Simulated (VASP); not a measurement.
Si, 2 atoms in the cell. The structure is cubic, space group Fd-3m (No. 227). Conventional cell: a = 5.515 Å, b = 5.515 Å, c = 5.515 Å, α = 90.00°, β = 90.00°, γ = 90.00°. Within 3.2 Å of Si (site symmetry -43m) lie 4 Si at 2.39 Å.  This cell differs from its parent crystal: volume scaled by 1.04.

| Property | Result |
| --- | --- |
| Program | VASP 6.6.1 |
| Task | single point |
| Functional | PBE exchange alone |
| Potentials or basis | VASP PAW PBE potentials, release 64 (Si) |
| Cutoff | 520 eV |
| k mesh | 6 × 6 × 6 |
| Occupations | fermi-dirac, width 0.1 eV |
| Spin | non-collinear spin, zero start, spin-orbit coupling |
| Starting moments | [[0.0, 0.0, 0.0], [0.0, 0.0, 0.0]] μB |
| Dipole correction | no |
| Further INCAR settings | ALGO = Normal; EDIFF = 1e-06; NBANDS = 20 |

Potentials or basis: VASP PAW PBE potentials, release 64 (Si).

Command:

```console
$ cat potpaw_PBE.64/Si/POTCAR > POTCAR
$ mpirun -np 1 vasp_ncl > vasp.out
```

Hardware: 1 thread of Intel(R) Xeon(R) Platinum 8488C (Sapphire Rapids) (shared host).

Q: How long does it take, and how much memory?

A: It took 38 s on 1 thread of Intel(R) Xeon(R) Platinum 8488C (Sapphire Rapids) (shared host), peak memory 0.26 GiB. Counts: scf iterations 12, k points 16.
